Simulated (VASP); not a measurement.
A run of VASP 6.6.1 is set up as follows.

Contents of INCAR:

```
SYSTEM = ZnS
  ALGO = Normal
  EDIFF = 1E-8
  ENCUT = 520
  GGA = PS
  IBRION = 8
  ISIF = 2
  ISMEAR = 0
  LASPH = .TRUE.
  LCHARG = .TRUE.
  LEPSILON = .TRUE.
  LREAL = .FALSE.
  LWAVE = .FALSE.
  NBANDS = 16
  NELM = 100
  NSW = 1
  PREC = Accurate
  SIGMA = 0.01
```

KPOINTS

```
k-points
0
G
  10 10 10
  0 0 0
```

File POSCAR:

```
ZnS
1.0
    0.0000000000      2.6202631781      2.6202631781
    2.6202631781      0.0000000000      2.6202631781
    2.6202631781      2.6202631781      0.0000000000
Zn S
1 1
Direct
    0.0000000000      0.0000000000      0.0000000000
    0.7500000000      0.7500000000      0.7500000000
```

Potentials or basis: VASP PAW PBE potentials, release 64 (Zn, S).

Run with:

```bash
$ cat potpaw_PBE.64/Zn/POTCAR potpaw_PBE.64/S/POTCAR > POTCAR
$ mpirun -np 1 vasp_std > vasp.out
```

Question: What does it give for the electronic dielectric tensor (diagonal)?

Answer: 6.08.

Question: What does it give for the Born charges (mean of the diagonal)?

Answer: Zn +1.87; S -1.87 e.

Question: What does it give for the highest phonon frequency at Γ, LO-TO splitting left out?

Answer: 312 cm⁻¹.

Phonon frequencies in cm⁻¹ (negative: imaginary):
| q point | frequencies |
| --- | --- |
| (0.000, 0.000, 0.000) | 0 0 0 312 312 312 |

Caveat: the cell stands under pressure or tension, which shifts response properties.
